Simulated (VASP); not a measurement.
Crystal: CeO2.

```
Ce O
1.0
     1.93162    1.11522    3.15555
    -1.93162    1.11522    3.15555
     0.00000   -2.23045    3.15555
Ce O
1 2
Cartesian
  0.0000 0.0000 0.0000
  0.0000 0.0000 2.3666
  0.0000 0.0000 7.1000
```

Base run:

```yaml
Program: VASP 6.6.1
Functional: revPBE
Potentials_or_basis: VASP PAW PBE potentials, release 64 (Ce, O)
Cutoff: 520 eV
k_mesh: 10 × 10 × 10
Occupations: gaussian, width 0.05 eV
Spin: no spin polarisation
```

Its results: band gap on the k mesh 1.89 eV (least direct gap 1.96 eV); pressure 2.8 GPa.

Question: The run is repeated on the same cell with these changes: functional from revPBE to RPBE. What comes out?

Answer: Band gap on the k mesh 1.90 eV (least direct gap 1.96 eV); pressure 3.8 GPa.

Caveats: the PAW data sets were made with another functional, which shifts forces and pressure a little; spin-orbit coupling is left out, which moves the levels of the heavy elements; the cell stands under pressure (at least some runs).

A k mesh can miss the band edges.
